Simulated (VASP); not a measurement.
B, 4 atoms in the cell. Symmetry: P6_3/mmc, No. 194, hexagonal system. The conventional cell has a = 2.987 Å, b = 2.987 Å, c = 4.129 Å, α = 90.00°, β = 90.00°, γ = 120.00°. B (site symmetry -6m2) has 5 B at 1.72 to 2.06 Å within 2.3 Å. B (site symmetry -6m2) has 3 B at 1.72 Å within 2.3 Å. 

| Quantity | Value |
| --- | --- |
| Program | VASP 6.6.1 |
| Task | single point |
| Functional | r2SCAN |
| Potentials or basis | VASP PAW PBE potentials, release 64 (B) |
| Cutoff | 520 eV |
| k mesh | 9 × 9 × 4 |
| Occupations | gaussian, width 0.1 eV |
| Spin | no spin polarisation |
| Dipole correction | no |
| Further INCAR settings | ALGO = Normal; EDIFF = 1e-06; NBANDS = 14 |

Potentials or basis: VASP PAW PBE potentials, release 64 (B).

The run is started by

```console
$ cat potpaw_PBE.64/B/POTCAR > POTCAR
$ cp INCAR.step1 INCAR
$ mpirun -np 1 vasp_std > vasp.out
$ cp INCAR.step2 INCAR
$ mpirun -np 1 vasp_std > vasp.out
```

Hardware: 1 thread of Intel(R) Xeon(R) 6975P-C (Granite Rapids), on a shared host.

Question: Estimate the wall time of this run.

Answer: Wall time 37 s on 1 thread of Intel(R) Xeon(R) 6975P-C (Granite Rapids), with other jobs on the host, peak memory 0.15 GiB. Counts: k points 36.
